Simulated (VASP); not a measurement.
Set up this calculation in VASP 6.6.1, as the native input.

* Task: single point
* Functional: PBE
* Dispersion: D3(BJ)
* Potentials or basis: VASP PAW PBE potentials, release 64 (Ba_sv, Ti_sv, O)
* Cutoff: 520 eV
* k mesh: 4 × 4 × 4
* Occupations: gaussian, width 0.1 eV
* Spin: no spin polarisation
* Dipole correction: no
* Further INCAR settings: ALGO = Normal; EDIFF = 1e-06; NBANDS = 28

The structure of BaTiO3 lies in POSCAR:

```
BaTiO3
1.0
    3.9998000000      0.0000000000      0.0000000000
    0.0000000000      3.9998000000      0.0000000000
    0.0000000000      0.0000000000      4.0180000000
Ba Ti O
1 1 3
Direct
    0.0000000000      0.0000000000      0.0000000000
    0.5000000000      0.5000000000      0.4900000000
    0.5000000000      0.5000000000      0.0190000000
    0.5000000000      0.0000000000      0.5170000000
    0.0000000000      0.5000000000      0.5170000000
```

The input as run:

INCAR

```
PREC = Accurate
ENCUT = 520
EDIFF = 1E-6
ISMEAR = 0
SIGMA = 0.1
LREAL = F
LASPH = T
NELM = 100
ALGO = Normal
ISIF = 2
LWAVE = F
LCHARG = F
GGA = PE
IVDW = 12
NBANDS = 28
```

KPOINTS

```
regular mesh
0
Gamma
  4 4 4
```

Potentials or basis: VASP PAW PBE potentials, release 64 (Ba_sv, Ti_sv, O).

The run is started by

```bash
$ cat potpaw_PBE.64/Ba_sv/POTCAR potpaw_PBE.64/Ti_sv/POTCAR potpaw_PBE.64/O/POTCAR > POTCAR
$ mpirun -np 1 vasp_std > vasp.out
```

It gave:

```
Pressure                   : 0.9 GPa
Largest force              : 0.306 eV/Å
Band gap on the k mesh     : 1.76 eV (least direct gap 2.05 eV)
Dispersion energy per atom : -0.264 eV
```

Caveat: spin-orbit coupling is left out, which moves the levels of the heavy elements.

Run time: 77 s on 1 thread of Intel Xeon 8259CL, with other jobs on the host, peak memory 0.17 GiB.
